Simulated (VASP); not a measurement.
A run of VASP 6.6.1 is set up as follows.

INCAR

```
  PREC = Accurate
  ENCUT = 520
  EDIFF = 1E-6
  ISMEAR = 0
  SIGMA = 0.15
  LREAL = False
  LASPH = True
  NELM = 80
  ALGO = Normal
  ISIF = 2
  LWAVE = False
  LCHARG = False
  GGA = PE
  NBANDS = 7
```

The input KPOINTS:

```
Automatic mesh
0
Gamma
  18 18 18
```

File POSCAR:

```
Mg
1.0
   -1.7070500000      1.7070500000      1.9094500000
    1.7070500000     -1.7070500000      1.9094500000
    1.7070500000      1.7070500000     -1.9094500000
Mg
1
Direct
    0.0000000000      0.0000000000      0.0000000000
```

Potentials or basis: VASP PAW PBE potentials, release 64 (Mg).

Launch:

```sh
$ cat potpaw_PBE.64/Mg/POTCAR > POTCAR
$ mpirun -np 1 vasp_std > vasp.out
```

Question: Estimate the band gap on the k mesh.

Answer: Zero (band 1 reaches 5.27 eV, above the bottom of band 2 at 1.69 eV).

Question: What does it give for the pressure?

Answer: 1.0 GPa.

Stress tensor (GPa, compression positive):
```
0.91 0.00 0.00
0.00 0.91 0.00
0.00 0.00 1.32
```
